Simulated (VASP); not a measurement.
A run of VASP 6.6.1 is set up as follows.

Contents of POSCAR:

```
As3Pt
1.0
    4.2330406847      0.0000000000      0.0000000000
    0.0000000000      4.2330406847      0.0000000000
    0.0000000000      0.0000000000      4.2330406847
As Pt
3 1
Direct
    0.0000000000      0.5000000000      0.5000000000
    0.5000000000      0.0000000000      0.5000000000
    0.5000000000      0.5000000000      0.0000000000
    0.0000000000      0.0000000000      0.0000000000
```

File INCAR.step1:

```
  PREC = Accurate
  ENCUT = 520
  ISMEAR = 0
  SIGMA = 0.1
  LREAL = F
  LASPH = T
  NELM = 80
  NBANDS = 20
  GGA = PE
  ALGO = Normal
  EDIFF = 1E-4
  LWAVE = T
  LCHARG = F
```

The input INCAR.step2:

```
  PREC = Accurate
  ENCUT = 520
  EDIFF = 1E-6
  ISMEAR = 0
  SIGMA = 0.1
  LREAL = F
  LASPH = T
  NELM = 80
  ALGO = Normal
  ISIF = 2
  LWAVE = F
  LCHARG = F
  METAGGA = R2SCAN
  LMIXTAU = T
  NBANDS = 20
  ISTART = 1
```

The input KPOINTS:

```
Automatic mesh
0
Gamma
  4 4 4
```

Potentials or basis: VASP PAW PBE potentials, release 64 (As, Pt).

Run with:

```sh
$ cat potpaw_PBE.64/As/POTCAR potpaw_PBE.64/Pt/POTCAR > POTCAR
$ cp INCAR.step1 INCAR
$ mpirun -np 1 vasp_std > vasp.out
$ cp INCAR.step2 INCAR
$ mpirun -np 1 vasp_std > vasp.out
```

Predict the pressure.

-7.9 GPa.

Caveat: the k points lie up to 0.37 Å⁻¹ apart; the PAW data sets were made with another functional, which shifts forces and pressure a little.
